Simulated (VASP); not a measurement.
Crystal: Br.

```
CELL_PARAMETERS angstrom
3.28360 -2.23390 0.00000
3.28360 2.23390 0.00000
0.00000 0.00000 8.69380
ATOMIC_POSITIONS crystal
Br 0.86100 0.13900 0.11140
Br 0.63900 0.36100 0.61140
Br 0.13900 0.86100 0.88860
Br 0.36100 0.63900 0.38860
```

| Property | Result |
| --- | --- |
| Program | VASP 6.6.1 |
| Task | relaxation of cell and atoms |
| Functional | PBEsol |
| Potentials or basis | VASP PAW PBE potentials, release 64 (Br) |
| Cutoff | 600 eV |
| k mesh | 5 × 5 × 2 |
| Occupations | fermi-dirac, width 0.05 eV |
| Spin | no spin polarisation |

At the start: pressure 0.2 GPa; volume 31.89 Å³/atom.

Question: Where does the relaxation end?

Answer: Over 27 steps the energy falls by 43.8 meV/atom and the volume is 30.91 Å³/atom (-3.1 %); space group Cmce (No. 64, to 0.1 Å) before and after.

The path:
| step | energy change (eV) | largest force (eV/Å) | pressure (GPa) | volume (Å³) |
| --- | --- | --- | --- | --- |
| 1 | 0.0000 | 0.6495 | 0.23 | 127.54 |
| 2 | -0.0348 | 0.1206 | -1.44 | 128.38 |
| 3 | -0.0356 | 0.1055 | -1.23 | 128.27 |
| 4 | -0.0788 | 0.0745 | -1.01 | 125.84 |
| 5 | -0.1380 | 0.1435 | 0.53 | 118.60 |
| 6 | -0.1393 | 0.0921 | 0.14 | 119.95 |
| 7 | -0.1397 | 0.1070 | 0.25 | 119.53 |
| 8 | -0.1459 | 0.1113 | 0.13 | 119.76 |
| 9 | -0.1561 | 0.2201 | -0.17 | 120.39 |
| 10 | -0.1617 | 0.1679 | 0.04 | 120.30 |
| 11 | -0.1674 | 0.0706 | 0.62 | 120.02 |
| 12 | -0.1709 | 0.0425 | 0.50 | 120.67 |
| 13 | -0.1734 | 0.0385 | 0.27 | 121.90 |
| 14 | -0.1742 | 0.0279 | 0.09 | 122.20 |
| 15 | -0.1743 | 0.0391 | 0.02 | 122.30 |
| 16 | -0.1744 | 0.0347 | 0.02 | 122.40 |
| 17 | -0.1748 | 0.0218 | 0.01 | 122.67 |
| 18 | -0.1750 | 0.0113 | 0.01 | 123.22 |
| 19 | -0.1750 | 0.0085 | 0.00 | 123.11 |
| 20 | -0.1751 | 0.0049 | 0.00 | 123.16 |
| 21 | -0.1752 | 0.0116 | -0.01 | 123.32 |
| 22 | -0.1751 | 0.0399 | -0.04 | 123.63 |
| 23 | -0.1752 | 0.0188 | -0.02 | 123.39 |
| 24 | -0.1753 | 0.0134 | 0.00 | 123.39 |
| 25 | -0.1753 | 0.0096 | 0.04 | 123.39 |
| 26 | -0.1753 | 0.0080 | 0.04 | 123.45 |
| 27 | -0.1754 | 0.0041 | 0.01 | 123.65 |

Final structure:
```yaml
crystal:
  lattice:
    - [3.59608, -2.00404, 0.00000]
    - [3.59608, 2.00404, 0.00000]
    - [0.00000, 0.00000, 8.57848]
  atoms:
    - { symbol: Br, position: [0.84790, 0.15210, 0.12019] }
    - { symbol: Br, position: [0.65210, 0.34790, 0.62019] }
    - { symbol: Br, position: [0.15210, 0.84790, 0.87981] }
    - { symbol: Br, position: [0.34790, 0.65210, 0.37981] }
```

Caveat: this functional lacks dispersion, which holds the molecules together, so the pressure and a relaxed volume are unreliable; the PAW data sets were made with another functional, which shifts forces and pressure a little.
